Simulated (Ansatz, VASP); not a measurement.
Al3Cu in VASP and in Ansatz

```
Al Cu
1.0
     4.02375   -0.03924   -0.03924
    -0.03924    4.02375   -0.03924
    -0.03924   -0.03924    4.02375
Al Cu
3 1
Direct
  0.00000 0.50000 0.50000
  0.50000 0.00000 0.50000
  0.50000 0.50000 0.00000
  0.00000 0.00000 0.00000
```

Alike in both runs: task single point; functional PBEsol; k mesh 9 × 9 × 9; occupations gaussian, width 0.1 eV; no spin polarisation.

|  | VASP | Ansatz |
| --- | --- | --- |
| version | VASP 6.6.1 | Ansatz 0.2.0 |
| potentials or method | VASP PAW PBE potentials, release 64 (Al, Cu), cutoff 520 eV | scalar-relativistic, plane waves, PAW |
| valence electrons in the cell | 20 | 28 |

```csv
,VASP,Ansatz,Ansatz less VASP
gap on the k mesh at the Fermi level (eV),none,none,-
pressure (GPa),-7.9,-8.1,-0.16
"traceless stress, the component that is largest in VASP (GPa)",0.14,0.13,-0.006
```

VASP's potentials were made for PBE, not for PBEsol. A gap of «none» marks a metal or a gap that the smearing closes. VASP's potentials hold 20 valence electrons a cell and Ansatz's 28, so a difference there can come from the potentials and not from the codes.
